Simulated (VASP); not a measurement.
The system is Al.

```
Al
1.0
     4.49160    0.00000    0.00000
    -2.24580    3.88984    0.00000
     0.00000    0.00000    2.72260
Al
2
Direct
  0.33333 0.66667 0.00000
  0.66667 0.33333 0.00000
```

This isn't the form of Al at room conditions, which is fcc.

* Program: VASP 6.6.1
* Task: relaxation of cell and atoms
* Functional: PBE0
* Potentials or basis: VASP PAW PBE potentials, release 64 (Al)
* Cutoff: 600 eV
* k mesh: 4 × 4 × 5
* Occupations: fermi-dirac, width 0.05 eV
* Spin: no spin polarisation

At the start: pressure 1.9 GPa; volume 23.78 Å³/atom.

Q: How do energy, volume and symmetry change on relaxing?

A: Over 7 steps the energy falls by 6.6 meV/atom and the volume is 24.69 Å³/atom (+3.8 %); space group P6/mmm (No. 191, to 0.1 Å) before and after.

Step by step:
```tsv
step	energy change (eV)	largest force (eV/Å)	pressure (GPa)	volume (Å³)
1	0.0000	0.0001	1.87	47.57
2	-0.0129	0.0000	-0.07	49.51
3	-0.0130	0.0000	0.10	49.31
4	-0.0130	0.0000	0.12	49.28
5	-0.0131	0.0000	0.00	49.41
6	-0.0131	0.0000	0.02	49.37
7	-0.0131	0.0000	0.03	49.37
```

Final structure:
```xyz
2
Lattice="4.5289 0.0000 0.0000 -2.2644 3.9222 0.0000 0.0000 0.0000 2.7794" Properties=species:S:1:pos:R:3 pbc="T T T"
Al    0.0000    2.6148    0.0000
Al    2.2645    1.3074    0.0000
```

Caveat: the k points lie up to 0.45 Å⁻¹ apart in the final cell, too coarse for converged energies and pressures of a metal; the PAW data sets were made with another functional, which shifts forces and pressure a little.
